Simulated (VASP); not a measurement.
# Au (Im-3m) in VASP: further runs

Au is run at these levels: PBE+D4, RPBE+D4, revPBE+D4; tasks: single point.

All numbers are computed with VASP 6.6.1; they aren't measurements. Logs are shortened: lines on timing, memory, paths and dates and some standing lists are left out, and cuts for length are marked.

### 1 The cell of the first run

It takes space group Im-3m (No. 229, cubic). Conventional cell: a = 3.266 Å, b = 3.266 Å, c = 3.266 Å, α = 90.00°, β = 90.00°, γ = 90.00°. Within 3.7 Å of Au (site symmetry m-3m) lie 14 Au at 2.83 to 3.27 Å.

### 2 Single point, PBE+D4

INCAR

```
PREC     = Accurate       # precision mode
ENCUT    = 520            # plane-wave cutoff, eV
EDIFF    = 1E-6           # SCF threshold, eV
ISMEAR   = -1             # smearing method
SIGMA    = 0.05           # smearing width, eV
LREAL    = F              # projectors in reciprocal space
LASPH    = T              # aspherical terms in the spheres
NELM     = 100            # most SCF steps
ALGO     = Normal         # electronic algorithm
ISIF     = 2              # what is computed and relaxed
LWAVE    = F              # write WAVECAR
LCHARG   = F              # write CHGCAR
GGA      = PE             # functional
IVDW     = 13             # dispersion correction
NBANDS   = 12             # bands
```

KPOINTS

```
Automatic mesh
0
Gamma
  11 11 11
```

POSCAR

```
Au
1.0
   -1.6328004034      1.6328004034      1.6328004034
    1.6328004034     -1.6328004034      1.6328004034
    1.6328004034      1.6328004034     -1.6328004034
Au
1
Direct
    0.0000000000      0.0000000000      0.0000000000
```

Potentials or basis: VASP PAW PBE potentials, release 64 (Au).

The run is started by

```sh
cat potpaw_PBE.64/Au/POTCAR > POTCAR
mpirun -np 1 vasp_std > vasp.out
```

OUTCAR:

```text
PREC = Accurate
   ENCUT = 520
   EDIFF = 1E-6
   ISMEAR = -1
   LREAL = F
   LASPH = T
   NELM = 100
   ISIF = 2
   GGA = PE
   IVDW = 13

 ion  position               nearest neighbor table
   1  0.000  0.000  0.000-

  LATTYP: Found a body centered cubic cell.
 ALAT       =     3.2656008068

  Lattice vectors:

 A1 = (  -1.6328004034,   1.6328004034,   1.6328004034)
 A2 = (   1.6328004034,  -1.6328004034,   1.6328004034)
 A3 = (   1.6328004034,   1.6328004034,  -1.6328004034)

Analysis of symmetry for initial positions (statically):
=====================================================================
 Subroutine PRICEL returns:
 Original cell was already a primitive cell.

 Routine SETGRP: Setting up the symmetry group for a
 body centered cubic supercell.

 Subroutine GETGRP returns: Found 48 space group operations
 (whereof 48 operations were pure point group operations)
 out of a pool of 48 trial point group operations.

The static configuration has the point symmetry O_h .

Analysis of symmetry for dynamics (positions and initial velocities):
=====================================================================
 Subroutine PRICEL returns:
 Original cell was already a primitive cell.

 Routine SETGRP: Setting up the symmetry group for a
 body centered cubic supercell.

 Subroutine GETGRP returns: Found 48 space group operations
 (whereof 48 operations were pure point group operations)
 out of a pool of 48 trial point group operations.

The dynamic configuration has the point symmetry O_h .

 Subroutine INISYM returns: Found 48 space group operations
 (whereof 48 operations are pure point group operations),
 and found     1 'primitive' translations

----------------------------------------------------------------------------------------

                                     Primitive cell

  volume of cell :      17.4124

  direct lattice vectors                    reciprocal lattice vectors
    -1.632800403  1.632800403  1.632800403     0.000000000  0.306222364  0.306222364
     1.632800403 -1.632800403  1.632800403     0.306222364  0.000000000  0.306222364
     1.632800403  1.632800403 -1.632800403     0.306222364  0.306222364  0.000000000

  length of vectors
     2.828093257  2.828093257  2.828093257     0.433063821  0.433063821  0.433063821

  position of ions in fractional coordinates (direct lattice)
[... 76 lines left out ...]
   NELM   =    100;   NELMIN=  2; NELMDL= -5     # of ELM steps
   EDIFF  = 0.1E-05   stopping-criterion for ELM
   LREAL  =      F    real-space projection
[... 7 lines left out ...]
   TEBEG  =    0.0;   TEEND  =   0.0 temperature during run
   PSTRESS=    0.0 pullay stress
   NELECT =      11.0000    total number of electrons
   NUPDOWN=      -1.0000    fix difference up-down
   EMIN   =  10.00;   EMAX   =-10.00  energy-range for DOS
   EFERMI =   0.00;   METHOD = LEGACY
   ISMEAR =    -1;   SIGMA  =   0.05  broadening in eV -4-tet -1-fermi 0-gaus
   EFERMI_NEDOS =   21; number of points for ismear=-14 and -15
   IALGO  =     38    algorithm
   IMIX   =      4    mixing-type and parameters
     AMIX     =   0.40;   BMIX     =  1.00
     AMIX_MAG =   1.60;   BMIX_MAG =  1.00
  volume/ion in A,a.u.               =      17.41       117.50
  Fermi-wavevector in a.u.,A,eV,Ry     =   1.404708  2.654513 26.847067  1.973204
  Thomas-Fermi vector in A             =   2.527242
   LORBIT       =      0    0 simple, 1 ext, 2 COOP (PROOUT), +10 PAW based schemes
   GGA     = PE    functional components
   LHFCALC =     F    Hartree Fock is set to
   AEXX    =    0.0000 exact exchange contribution
   IVDW    =    13    specifies the selected vdW correction
   LEPSILON=     F    determine dielectric tensor
   LRPA    =     F    only Hartree local field effects (RPA)
 non-spin polarized calculation
  energy-cutoff  :      520.00
  volume of cell :       17.41
 maximum number of plane-waves:       478
 NGX is ok and might be reduce to    24
   NGX = 11   NGY = 11   NGZ = 11

 number of electron      11.0000002 magnetization

 Free energy of the ion-electron system (eV)
  ---------------------------------------------------
  ext. energy  EPLUGINS =         0.00000000
  ---------------------------------------------------
  free energy    TOTEN  =        -3.18618718 eV

  energy without entropy =       -3.18025821  energy(sigma->0) =       -3.18322269

 E-fermi :   8.9967     XC(G=0): -12.5888

 val. band max:        8.9926477419   @ k =  -0.3636   0.3636   0.2727
 cond. band min:       8.9997375207   @ k =  -0.4545   0.4545   0.0909
 fundamental gap:      0.0070897788
 Fermi energy:         8.9967084929

 k-point     1 :       0.0000    0.0000    0.0000
  band No.  band energies     occupation
      1      -0.4988      2.00000
      2       4.3763      2.00000
      3       4.3763      2.00000
      4       4.3763      2.00000
      5       6.2432      2.00000
      6       6.2432      2.00000
      7      25.6397      0.00000
      8      25.6397      0.00000
      9      25.6397      0.00000
     10      33.0853      0.00000
     11      33.0853      0.00000
     12      33.0853      0.00000
[... 331 lines left out ...]
 k-point    24 :       0.3636    0.1818    0.0909
  band No.  band energies     occupation
      1       2.9684      2.00000
      2       3.4986      2.00000
      3       5.1339      2.00000
      4       6.3009      2.00000
      5       6.4920      2.00000
      6      12.2172      0.00000
      7      12.4166      0.00000
      8      18.0386      0.00000
      9      20.6549      0.00000
     10      31.1556      0.00000
     11      32.7785      0.00000
     12      34.9644      0.00000

 [... further k-points ...]

------------------------ aborting loop because EDIFF is reached ----------------------------------------

  DFT-D4 for vdW energy calculation

  Edisp (eV):   -0.66357

  FORCE on cell =-STRESS in cart. coord.  units (eV):
  Direction    XX          YY          ZZ          XY          YZ          ZX
  --------------------------------------------------------------------------------------
  -------------------------------------------------------------------------------------
  Total      -0.02799    -0.02799    -0.02799    -0.00000    -0.00000     0.00000
  in kB      -2.57581    -2.57581    -2.57581    -0.00000    -0.00000     0.00000
  external pressure =       -2.58 kB  Pullay stress =        0.00 kB

 VOLUME and BASIS-vectors are now :
 -----------------------------------------------------------------------------
  energy-cutoff  :      520.00
  volume of cell :       17.41
      direct lattice vectors                 reciprocal lattice vectors
    -1.632800403  1.632800403  1.632800403     0.000000000  0.306222364  0.306222364
     1.632800403 -1.632800403  1.632800403     0.306222364  0.000000000  0.306222364
     1.632800403  1.632800403 -1.632800403     0.306222364  0.306222364  0.000000000

 POSITION                                       TOTAL-FORCE (eV/Angst)
 -----------------------------------------------------------------------------------
      0.00000      0.00000      0.00000        -0.000000      0.000000     -0.000000
 -----------------------------------------------------------------------------------
    total drift:                               -0.000000      0.000000      0.000000

  FREE ENERGIE OF THE ION-ELECTRON SYSTEM (eV)
  ---------------------------------------------------
  free  energy   TOTEN  =        -3.8497577750 eV

  energy  without entropy=       -3.8438288076  energy(sigma->0) =       -3.84679329
```

It took 17 s on 1 thread of Intel Xeon Platinum 8375C at 2.90GHz (Ice Lake), shared host; peak memory 0.14 GiB.

Results:

- Free energy: -3.8498 eV
- Pressure: -0.3 GPa
- Dispersion energy per atom: -0.664 eV

Levels at points of the mesh, in eV from the Fermi level:
| k point | band 1 | band 2 | band 3 | band 4 | band 5 | band 6 | band 7 | band 8 | band 9 | band 10 |
| --- | --- | --- | --- | --- | --- | --- | --- | --- | --- | --- |
| (0.00, 0.00, 0.00) | -9.50 | -4.62 | -4.62 | -4.62 | -2.75 | -2.75 | 16.64 | 16.64 | 16.64 | 24.09 |

Caveat: spin-orbit coupling is left out, which moves the levels of the heavy elements; pairwise dispersion overbinds metals, which lowers pressure and volume.

### 3 Single point, RPBE+D4

This run uses another cell than the first one, of 17.29 Å³/atom, 0.993 times its volume.

INCAR

```
SYSTEM = Au
PREC = Accurate ; ENCUT = 520
EDIFF = 1E-6 ; ISMEAR = -1
SIGMA = 0.05 ; LREAL = .False.
LASPH = .True. ; NELM = 100
ALGO = Normal ; ISIF = 2
LWAVE = .False. ; LCHARG = .False.
GGA = RP ; IVDW = 13
NBANDS = 12
```

KPOINTS

```
Automatic mesh
0
Gamma
  11 11 11
  0 0 0
```

POSCAR

```
Au
1.0
   -1.6290966946      1.6290966946      1.6290966946
    1.6290966946     -1.6290966946      1.6290966946
    1.6290966946      1.6290966946     -1.6290966946
Au
1
Direct
    0.0000000000      0.0000000000      0.0000000000
```

Potentials or basis: VASP PAW PBE potentials, release 64 (Au).

The run is started by

```sh
cat potpaw_PBE.64/Au/POTCAR > POTCAR
mpirun -np 1 vasp_std > vasp.out
```

Wall time 14 s (1 thread of Intel Xeon Platinum 8375C at 2.90GHz (Ice Lake), shared host); peak memory 0.15 GiB.

The run converged. Its results:

```yaml
Free_energy: -3.8629 eV
Pressure: -0.3 GPa
Dispersion_energy_per_atom: -1.288 eV
```

Levels at points of the mesh, in eV from the Fermi level:
```
           k point  band 1  band 2  band 3  band 4  band 5  band 6  band 7  band 8  band 9  band 10
(0.00, 0.00, 0.00)   -9.54   -4.67   -4.67   -4.67   -2.80   -2.80   16.62   16.62   16.62    24.26
```

Caveat: the PAW data sets were made with another functional, which shifts forces and pressure a little; spin-orbit coupling is left out, which moves the levels of the heavy elements; pairwise dispersion overbinds metals, which lowers pressure and volume.

### 4 Single point, revPBE+D4

This run uses another cell than the first one, of 17.29 Å³/atom, 0.993 times its volume.

INCAR

```
PREC = Accurate ; ENCUT = 520
EDIFF = 1E-7 ; ISMEAR = -1
SIGMA = 0.05 ; LREAL = False
LASPH = True ; NELM = 60
ALGO = Normal ; ISIF = 2
LWAVE = False ; LCHARG = False
GGA = RE ; IVDW = 13
NBANDS = 12
```

KPOINTS

```
regular mesh
0
Gamma
  11 11 11
```

POSCAR

```
Au
1.0
   -1.6289515202      1.6289515202      1.6289515202
    1.6289515202     -1.6289515202      1.6289515202
    1.6289515202      1.6289515202     -1.6289515202
Au
1
Direct
    0.0000000000      0.0000000000      0.0000000000
```

The run is started by

```sh
cat potpaw_PBE.64/Au/POTCAR > POTCAR
mpirun -np 1 vasp_std > vasp.out
```

Run time: 16 s. Hardware: 1 thread of Intel Xeon Platinum 8375C at 2.90GHz (Ice Lake), shared host; peak memory 0.14 GiB.

Results (log left out):

| Quantity | Value |
| --- | --- |
| Free energy | -3.7839 eV |
| Pressure | -0.3 GPa |
| Dispersion energy per atom | -1.101 eV |

Levels at points of the mesh, in eV from the Fermi level:
```tsv
k point	band 3	band 4	band 5	band 6	band 7	band 8
(0.00, 0.00, 0.00)	-4.67	-4.67	-2.79	-2.79	16.63	16.63
```

Caveat: the PAW data sets were made with another functional, which shifts forces and pressure a little; spin-orbit coupling is left out, which moves the levels of the heavy elements; pairwise dispersion overbinds metals, which lowers pressure and volume.

### 5 Overview

| level | cell | gap on the mesh (eV) | pressure (GPa) |
| --- | --- | --- | --- |
| PBE+D4 | a = 2.828 Å, angles 109.5°, 1 atom | none | -0.3 |
| RPBE+D4 | a = 2.822 Å, angles 109.5°, 1 atom | none | -0.3 |
| revPBE+D4 | a = 2.821 Å, angles 109.5°, 1 atom | none | -0.3 |

Alike in all rows: task single point; potentials or basis VASP PAW PBE potentials, release 64 (Au); no spin polarisation; k mesh 11 × 11 × 11; cutoff (eV) 520; smearing fermi-dirac 0.05 eV.

Caveats: spin-orbit coupling is left out, which moves the levels of the heavy elements; pairwise dispersion overbinds metals, which lowers pressure and volume; the PAW data sets were made with another functional, which shifts forces and pressure a little (some runs).

Total energies depend on the potentials used, so only differences within one code and one set of settings carry meaning.
